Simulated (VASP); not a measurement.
# CaO (R3m) in VASP: single point with r2SCAN

Aim: the single point of CaO with r2SCAN.

All numbers are computed with VASP 6.6.1; they aren't measurements. Logs are shortened: lines on timing, memory, paths and dates and some standing lists are left out, and cuts for length are marked.

### Step 1. The cell of the first run

The structure is trigonal, space group R3m (No. 160). The conventional cell has a = 3.350 Å, b = 3.350 Å, c = 17.480 Å, α = 90.00°, β = 90.00°, γ = 120.00°. Within 3.2 Å of Ca (site symmetry 3m) lie 6 O at 2.40 to 2.41 Å and 1 Ca at 2.96 Å. Ca (site symmetry 3m) has 6 O at 2.41 to 2.46 Å and 1 Ca at 2.96 Å within 3.2 Å. Within 3.2 Å of O (site symmetry 3m) lie 6 Ca at 2.40 to 2.41 Å and 1 O at 2.96 Å. Within 3.2 Å of O (site symmetry 3m) lie 6 Ca at 2.41 to 2.46 Å and 1 O at 2.96 Å.

### Step 2. Single point, r2SCAN

Contents of POSCAR:

```
CaO
1.0
    1.6747839569      0.9669369684      5.8266790096
   -1.6747839569      0.9669369684      5.8266790096
    0.0000000000     -1.9338739368      5.8266790096
Ca O
2 2
Direct
    0.5844611972      0.5844611972      0.5844611972
    0.4149341042      0.4149341042      0.4149341042
    0.9988887555      0.9988887555      0.9988887555
    0.1683826130      0.1683826130      0.1683826130
```

Contents of INCAR.step1:

```
ALGO = Normal
EDIFF = 1E-4
ENCUT = 520
GGA = PE
ISMEAR = 0
LASPH = True
LCHARG = False
LREAL = False
LWAVE = True
NBANDS = 24
NELM = 60
PREC = Accurate
SIGMA = 0.02
```

Contents of INCAR.step2:

```
ALGO = Normal
EDIFF = 1E-7
ENCUT = 520
ISIF = 2
ISMEAR = 0
ISTART = 1
LASPH = True
LCHARG = False
LMIXTAU = True
LREAL = False
LWAVE = False
METAGGA = R2SCAN
NBANDS = 24
NELM = 60
PREC = Accurate
SIGMA = 0.02
```

Contents of KPOINTS:

```
k-points
0
Gamma
  12 12 12
```

Potentials or basis: VASP PAW PBE potentials, release 64 (Ca_sv, O).

Run with:

```bash
> cat potpaw_PBE.64/Ca_sv/POTCAR potpaw_PBE.64/O/POTCAR > POTCAR
> cp INCAR.step1 INCAR
> mpirun -np 1 vasp_std > vasp.out
> cp INCAR.step2 INCAR
> mpirun -np 1 vasp_std > vasp.out
```

OUTCAR:

```text
EDIFF = 1E-7
   ENCUT = 520
   ISIF = 2
   ISMEAR = 0
   ISTART = 1
   LASPH = True
   LREAL = False
   METAGGA = R2SCAN
   NELM = 60
   PREC = Accurate

 ion  position               nearest neighbor table
   1  0.584  0.584  0.584-   3 2.40   3 2.40   3 2.40   4 2.41   4 2.41   4 2.41   2 2.96
   2  0.415  0.415  0.415-   3 2.41   3 2.41   3 2.41   4 2.46   4 2.46   4 2.46   1 2.96
   3  0.999  0.999  0.999-   1 2.40   1 2.40   1 2.40   2 2.41   2 2.41   2 2.41
   4  0.168  0.168  0.168-   1 2.41   1 2.41   1 2.41   2 2.46   2 2.46   2 2.46

  LATTYP: Found a trigonal (rhomboedric) cell.
 ALAT       =     6.1392228078
 COS(alpha) =     0.8511596135

  Lattice vectors:

 A1 = (   1.6747839569,   0.9669369684,   5.8266790096)
 A2 = (  -1.6747839569,   0.9669369684,   5.8266790096)
 A3 = (   0.0000000000,  -1.9338739368,   5.8266790096)

Analysis of symmetry for initial positions (statically):
=====================================================================
 Subroutine PRICEL returns:
 Original cell was already a primitive cell.

 Routine SETGRP: Setting up the symmetry group for a
 trigonal (rhombohedral) supercell.

 Subroutine GETGRP returns: Found  6 space group operations
 (whereof  6 operations were pure point group operations)
 out of a pool of 12 trial point group operations.

The static configuration has the point symmetry C_3v.

Analysis of symmetry for dynamics (positions and initial velocities):
=====================================================================
 Subroutine PRICEL returns:
 Original cell was already a primitive cell.

 Routine SETGRP: Setting up the symmetry group for a
 trigonal (rhombohedral) supercell.

 Subroutine GETGRP returns: Found  6 space group operations
 (whereof  6 operations were pure point group operations)
 out of a pool of 12 trial point group operations.

The dynamic configuration has the point symmetry C_3v.

 Subroutine INISYM returns: Found  6 space group operations
 (whereof  6 operations are pure point group operations),
 and found     1 'primitive' translations

----------------------------------------------------------------------------------------

                                     Primitive cell

  volume of cell :      56.6147

  direct lattice vectors                    reciprocal lattice vectors
     1.674783957  0.966936968  5.826679010     0.298545969  0.172365596  0.057208117
    -1.674783957  0.966936968  5.826679010    -0.298545969  0.172365596  0.057208117
     0.000000000 -1.933873937  5.826679010     0.000000000 -0.344731192  0.057208117

  length of vectors
     6.139222808  6.139222808  6.139222808     0.349445794  0.349445794  0.349445794

  position of ions in fractional coordinates (direct lattice)
     0.584461197  0.584461197  0.584461197
     0.414934104  0.414934104  0.414934104
     0.998888755  0.998888755  0.998888755
     0.168382613  0.168382613  0.168382613

  ion indices of the primitive-cell ions
   primitive index   ion index
                 1           1
                 2           2
                 3           3
                 4           4

----------------------------------------------------------------------------------------

 KPOINTS: k-points

Automatic generation of k-mesh.
 Grid dimensions read from file:
 generate k-points for:   12   12   12

 Generating k-lattice:

  Cartesian coordinates                     Fractional coordinates (reciprocal lattice)
     0.024878831  0.014363800  0.004767343     0.083333333 -0.000000000  0.000000000
    -0.024878831  0.014363800  0.004767343    -0.000000000  0.083333333  0.000000000
     0.000000000 -0.028727599  0.004767343     0.000000000  0.000000000  0.083333333

  Length of vectors
     0.029120483  0.029120483  0.029120483

  Shift w.r.t. Gamma in fractional coordinates (k-lattice)
     0.000000000  0.000000000  0.000000000

 Subroutine IBZKPT returns following result:
 ===========================================

 Found    189 irreducible k-points:

 Following reciprocal coordinates:
            Coordinates               Weight
  0.000000  0.000000  0.000000      1.000000
  0.083333 -0.000000  0.000000      6.000000
  0.166667  0.000000  0.000000      6.000000
  0.250000 -0.000000  0.000000      6.000000
  0.333333 -0.000000 -0.000000      6.000000
  0.416667  0.000000  0.000000      6.000000
[... 16 lines left out ...]
  0.500000  0.166667  0.000000     12.000000
 -0.416667  0.166667  0.000000     12.000000
 [... further k-points ...]
   k-points           NKPTS =    189   k-points in BZ     NKDIM =    189   number of bands    NBANDS=     24
   number of dos      NEDOS =    301   number of ions     NIONS =      4
   total plane-waves  NPLWV = 110592
   dimension x,y,z NGX =    48 NGY =   48 NGZ =   48
   dimension x,y,z NGXF=    96 NGYF=   96 NGZF=   96
   ions per type =               2   2
   NGX,Y,Z   is equivalent  to a cutoff of  13.00, 13.00, 13.00 a.u.
   NGXF,Y,Z  is equivalent  to a cutoff of  26.00, 26.00, 26.00 a.u.
 SYSTEM =  unknown system
   PREC   = accura    normal or accurate (medium, high low for compatibility)
   ISTART =      1    job   : 0-new  1-cont  2-samecut
   ICHARG =      0    charge: 1-file 2-atom 10-const
   ISPIN  =      1    spin polarized calculation?
   LNONCOLLINEAR =      F non collinear calculations
   LSORBIT =      F    spin-orbit coupling
   LASPH  =      T    aspherical Exc in radial PAW
   ENCUT  =  520.0 eV  38.22 Ry    6.18 a.u.  11.41 11.41 11.41*2*pi/ulx,y,z
   NELM   =     60;   NELMIN=  2; NELMDL=  0     # of ELM steps
   EDIFF  = 0.1E-06   stopping-criterion for ELM
   LREAL  =      F    real-space projection
   EDIFFG = 0.1E-05   stopping-criterion for IOM
   NSW    =      0    number of steps for IOM
   IBRION =     -1    ionic relax: 0-MD 1-quasi-New 2-CG
   NFREE  =      0    steps in history (QN), initial steepest desc. (CG)
   ISIF   =      2    stress and relaxation
   ISYM   =      2    0-nonsym 1-usesym 2-fastsym
   POTIM  = 0.5000    time-step for ionic-motion
   TEBEG  =    0.0;   TEEND  =   0.0 temperature during run
   PSTRESS=    0.0 pullay stress
   NELECT =      32.0000    total number of electrons
   NUPDOWN=      -1.0000    fix difference up-down
   EMIN   =  10.00;   EMAX   =-10.00  energy-range for DOS
   EFERMI =   0.00;   METHOD = LEGACY
   ISMEAR =     0;   SIGMA  =   0.02  broadening in eV -4-tet -1-fermi 0-gaus
   EFERMI_NEDOS =   21; number of points for ismear=-14 and -15
   IALGO  =     38    algorithm
   IMIX   =      4    mixing-type and parameters
     AMIX     =   0.40;   BMIX     =  1.00
     AMIX_MAG =   1.60;   BMIX_MAG =  1.00
  volume/ion in A,a.u.               =      14.15        95.51
  Fermi-wavevector in a.u.,A,eV,Ry     =   1.353573  2.557882 24.928053  1.832160
  Thomas-Fermi vector in A             =   2.480817
   LORBIT       =      0    0 simple, 1 ext, 2 COOP (PROOUT), +10 PAW based schemes
   METAGGA = R2SCAN    functional components
   LHFCALC =     F    Hartree Fock is set to
   AEXX    =    0.0000 exact exchange contribution
   IVDW    =     0    specifies the selected vdW correction
   LEPSILON=     F    determine dielectric tensor
   LRPA    =     F    only Hartree local field effects (RPA)
 non-spin polarized calculation
 Gauss-broadening in eV      SIGMA  =   0.02
  energy-cutoff  :      520.00
  volume of cell :       56.61
 maximum number of plane-waves:      1549
 NGX is ok and might be reduce to    48
   NGX = 23   NGY = 23   NGZ = 23

 number of electron      32.0000001 magnetization

 Free energy of the ion-electron system (eV)
  ---------------------------------------------------
  ext. energy  EPLUGINS =         0.00000000
  ---------------------------------------------------
  free energy    TOTEN  =       -38.33567113 eV

  energy without entropy =      -38.33567113  energy(sigma->0) =      -38.33567113

 E-fermi :   2.3294     XC(G=0): -10.9578

 val. band max:        2.1502442715   @ k =   0.0000   0.0000   0.0000
 cond. band min:       6.3549855050   @ k =   0.5000   0.5000   0.0000
 fundamental gap:      4.2047412335
 Fermi energy:         2.3293637920

 k-point     1 :       0.0000    0.0000    0.0000
  band No.  band energies     occupation
      1     -37.5506      2.00000
      2     -37.0999      2.00000
      3     -18.4780      2.00000
      4     -17.4903      2.00000
      5     -17.4903      2.00000
      6     -17.1636      2.00000
[... 16 lines left out ...]
     23      10.0073      0.00000
     24      10.7011      0.00000

 k-point     2 :       0.0833   -0.0000    0.0000
  band No.  band energies     occupation
      1     -37.5455      2.00000
      2     -37.0952      2.00000
      3     -18.4425      2.00000
      4     -17.5510      2.00000
      5     -17.4985      2.00000
      6     -17.1658      2.00000
[... 16 lines left out ...]
     23      10.1683      0.00000
     24      10.7100      0.00000

 k-point     3 :       0.1667    0.0000    0.0000
  band No.  band energies     occupation
      1     -37.5316      2.00000
      2     -37.0823      2.00000
      3     -18.3432      2.00000
      4     -17.7178      2.00000
      5     -17.5207      2.00000
      6     -17.2537      2.00000
[... 16 lines left out ...]
     23      10.4585      0.00000
     24      10.7256      0.00000

 k-point     4 :       0.2500   -0.0000    0.0000
  band No.  band energies     occupation
      1     -37.5125      2.00000
      2     -37.0645      2.00000
      3     -18.2068      2.00000
      4     -17.9318      2.00000
      5     -17.5509      2.00000
      6     -17.4146      2.00000
[... 16 lines left out ...]
     23      10.5645      0.00000
     24      11.0595      0.00000

 k-point     5 :       0.3333   -0.0000   -0.0000
  band No.  band energies     occupation
      1     -37.4934      2.00000
      2     -37.0467      2.00000
      3     -18.1942      2.00000
      4     -17.9977      2.00000
      5     -17.5807      2.00000
      6     -17.5548      2.00000
[... 16 lines left out ...]
     23      10.9408      0.00000
     24      11.5288      0.00000

 k-point     6 :       0.4167    0.0000    0.0000
  band No.  band energies     occupation
      1     -37.4794      2.00000
      2     -37.0335      2.00000
      3     -18.3229      2.00000
      4     -17.8943      2.00000
      5     -17.6445      2.00000
      6     -17.6024      2.00000
[... 16 lines left out ...]
     23      11.3086      0.00000
     24      11.8185      0.00000
[... 379 lines left out ...]
 k-point    21 :       0.3333    0.1667    0.0000
  band No.  band energies     occupation
      1     -37.5023      2.00000
      2     -37.0564      2.00000
      3     -18.1265      2.00000
      4     -17.9775      2.00000
      5     -17.6110      2.00000
      6     -17.4480      2.00000
[... 16 lines left out ...]
     23      10.8058      0.00000
     24      11.2410      0.00000

 k-point    22 :       0.4167    0.1667    0.0000
  band No.  band energies     occupation
      1     -37.4858      2.00000
      2     -37.0408      2.00000
      3     -18.1695      2.00000
      4     -17.9517      2.00000
      5     -17.6689      2.00000
      6     -17.5297      2.00000
[... 16 lines left out ...]
     23      11.1543      0.00000
     24      11.5950      0.00000

 k-point    23 :       0.5000    0.1667    0.0000
  band No.  band energies     occupation
      1     -37.4738      2.00000
      2     -37.0291      2.00000
      3     -18.2648      2.00000
      4     -17.8622      2.00000
      5     -17.7060      2.00000
      6     -17.5873      2.00000
[... 16 lines left out ...]
     23      11.4353      0.00000
     24      11.7957      0.00000

 k-point    24 :      -0.4167    0.1667    0.0000
  band No.  band energies     occupation
      1     -37.4696      2.00000
      2     -37.0247      2.00000
      3     -18.3007      2.00000
      4     -17.8263      2.00000
      5     -17.7214      2.00000
      6     -17.6113      2.00000
[... 16 lines left out ...]
     23      11.6102      0.00000
     24      11.8722      0.00000

 [... further k-points ...]

------------------------ aborting loop because EDIFF is reached ----------------------------------------

  FORCE on cell =-STRESS in cart. coord.  units (eV):
  Direction    XX          YY          ZZ          XY          YZ          ZX
  --------------------------------------------------------------------------------------
  -------------------------------------------------------------------------------------
  Total       -0.5625687     -0.5625687     -0.5892797     -0.0000000      0.0000000     -0.0000000
  in kB      -15.9205057    -15.9205057    -16.6764179     -0.0000000      0.0000000     -0.0000000
  external PRESSURE =     -16.1724764 kB  Pullay stress =       0.0000000 kB

 VOLUME and BASIS-vectors are now :
 -----------------------------------------------------------------------------
  energy-cutoff  :      520.00
  volume of cell :       56.61
      direct lattice vectors                 reciprocal lattice vectors
     1.674783957  0.966936968  5.826679010     0.298545969  0.172365596  0.057208117
    -1.674783957  0.966936968  5.826679010    -0.298545969  0.172365596  0.057208117
     0.000000000 -1.933873937  5.826679010     0.000000000 -0.344731192  0.057208117

 POSITION                                       TOTAL-FORCE (eV/Angst)
 -----------------------------------------------------------------------------------
      0.00000      0.00000     10.21640         0.000000      0.000000     -0.028535
      0.00000      0.00000      7.25306         0.000000     -0.000000      0.041204
      0.00000      0.00000     17.46061         0.000000      0.000000     -0.003067
      0.00000      0.00000      2.94333         0.000000     -0.000000     -0.009603
 -----------------------------------------------------------------------------------
    total drift:                                0.000000      0.000000      0.000206

  FREE ENERGIE OF THE ION-ELECTRON SYSTEM (eV)
  ---------------------------------------------------
  free  energy   TOTEN  =       -38.3356711341 eV

  energy  without entropy=      -38.3356711341  energy(sigma->0) =      -38.33567113
```

It took 38 min on 1 thread of Intel Xeon Platinum 8259CL at 2.50GHz (Skylake/Cascade Lake), shared host; peak memory 0.51 GiB.

What came out:

| Quantity | Value |
| --- | --- |
| Free energy | -38.3357 eV |
| Pressure | -1.6 GPa |
| Largest force | 0.041 eV/Å |
| Band gap on the k mesh | 4.20 eV (least direct gap 4.59 eV) |

Forces on the atoms (eV/Å):
```
Ca   0.000  0.000 -0.029
Ca   0.000  0.000  0.041
O    0.000  0.000 -0.003
O    0.000  0.000 -0.010
```

Caveat: the PAW data sets were made with another functional, which shifts forces and pressure a little. A k mesh can miss the band edges.
